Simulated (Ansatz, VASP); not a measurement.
## BN: VASP beside Ansatz

```
B N
1.0
     0.00000    1.79104    1.79104
     1.79104    0.00000    1.79104
     1.79104    1.79104    0.00000
B N
1 1
Direct
  0.00000 0.00000 0.00000
  0.25000 0.25000 0.25000
```

Alike in both runs: task single point; functional LDA; k mesh 8 × 8 × 8; occupations gaussian, width 0.05 eV; no spin polarisation.

|  | VASP | Ansatz |
| --- | --- | --- |
| version | VASP 6.6.1 | Ansatz 0.2.0 |
| potentials or method | VASP PAW LDA potentials, release 64 (B, N), cutoff 600 eV | scalar-relativistic, plane waves, PAW |
| valence electrons in the cell | 8 | 8 |

|  | VASP | Ansatz | Ansatz less VASP |
| --- | --- | --- | --- |
| gap on the k mesh at the Fermi level (eV) | 4.38 | 4.39 | +0.014 |
| least direct gap on the mesh (eV) | 8.81 | 8.82 | +0.010 |
| pressure (GPa) | 0.2 | -0.5 | -0.75 |

LDA's correlation is that of Perdew and Zunger in VASP and of Perdew and Wang (1992) in Ansatz.
